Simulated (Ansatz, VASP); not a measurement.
## ZnHOF: VASP beside Ansatz

Contents of INCAR:

```
SYSTEM = ZnHOF
PREC = Accurate ; ENCUT = 520
EDIFF = 1E-8 ; ISMEAR = -1
SIGMA = 0.02 ; LREAL = Auto
LASPH = .True. ; NELM = 100
ALGO = Normal ; ISIF = 2
LWAVE = .False. ; LCHARG = .False.
GGA = PE ; LEFG = .True.
NBANDS = 66
```

KPOINTS

```
regular mesh
0
Gamma
  2 7 5
  0 0 0
```

Contents of POSCAR:

```
ZnHOF
1.0
   10.2280000000      0.0000000000      0.0000000000
    0.0000000000      3.1125000000      0.0000000000
    0.0000000000      0.0000000000      4.7165000000
Zn H O F
4 4 4 4
Direct
    0.1381600000      0.7500000000      0.5313000000
    0.3618400000      0.2500000000      0.0313000000
    0.6381600000      0.7500000000      0.9687000000
    0.8618400000      0.2500000000      0.4687000000
    0.9394000000      0.7500000000      0.9029000000
    0.5606000000      0.2500000000      0.4029000000
    0.4394000000      0.7500000000      0.5971000000
    0.0606000000      0.2500000000      0.0971000000
    0.4490000000      0.7500000000      0.7870000000
    0.0510000000      0.2500000000      0.2870000000
    0.9490000000      0.7500000000      0.7130000000
    0.5510000000      0.2500000000      0.2130000000
    0.2040000000      0.2500000000      0.7740000000
    0.2960000000      0.7500000000      0.2740000000
    0.7040000000      0.2500000000      0.7260000000
    0.7960000000      0.7500000000      0.2260000000
```

Input for Ansatz:

```yaml
crystal:
  lattice:
    - [10.228, 0.0, 0.0]
    - [0.0, 3.1125, 0.0]
    - [0.0, 0.0, 4.7165]
  atoms:
    - { symbol: Zn, position: [0.13816, 0.75, 0.5313] }
    - { symbol: Zn, position: [0.36184, 0.25, 0.0313] }
    - { symbol: Zn, position: [0.63816, 0.75, 0.9687] }
    - { symbol: Zn, position: [0.86184, 0.25, 0.4687] }
    - { symbol: H, position: [0.9394, 0.75, 0.9029] }
    - { symbol: H, position: [0.5606, 0.25, 0.4029] }
    - { symbol: H, position: [0.4394, 0.75, 0.5971] }
    - { symbol: H, position: [0.0606, 0.25, 0.0971] }
    - { symbol: O, position: [0.449, 0.75, 0.787] }
    - { symbol: O, position: [0.051, 0.25, 0.287] }
    - { symbol: O, position: [0.949, 0.75, 0.713] }
    - { symbol: O, position: [0.551, 0.25, 0.213] }
    - { symbol: F, position: [0.204, 0.25, 0.774] }
    - { symbol: F, position: [0.296, 0.75, 0.274] }
    - { symbol: F, position: [0.704, 0.25, 0.726] }
    - { symbol: F, position: [0.796, 0.75, 0.226] }
kpoints:
  mp_grid: { grid: [2, 7, 5] }
scf:
  occupations: { method: fermi_dirac, width: 0.02 }
hamiltonian:
  xc: pbe
  pseudopotentials: { kind: paw }
output:
  forces: true
  stress: true
  populations: true
  efg:
    quadrupole_moments_barn: { Zn: 0.122, H: 0.00285783, O: -0.02558 }
    contact_densities: true
```

Alike in both runs: task electric field gradients; functional PBE; k mesh 2 × 7 × 5; occupations fermi-dirac, width 0.02 eV; no spin polarisation.

```csv
,VASP,Ansatz
version,VASP 6.6.1,Ansatz 0.2.0
potentials or method,"VASP PAW PBE potentials, release 64 (Zn, H, O, F)","plane-wave PAW, scalar-relativistic"
plane-wave cutoff (eV),520,420
valence electrons in the cell,104,104
```

VASP gave:

* gap on the k mesh at the Fermi level (eV): 2.59
* pressure (GPa): 10.6
* traceless stress, the component that is largest in VASP (GPa): 10.72
* rms of the force components (eV/Å): 1.975
* size of Vzz on the site where it differs most (V/Å²): 94.3

Question: What did Ansatz give for the same quantities?

Answer: gap on the k mesh at the Fermi level (eV): 2.63; pressure (GPa): 9.8; traceless stress, the component that is largest in VASP (GPa): 9.89; rms of the force components (eV/Å): 1.852; size of Vzz on the site where it differs most (V/Å²): 97.7.

Atom by atom the forces differ by 0.126 eV/Å (rms over components).
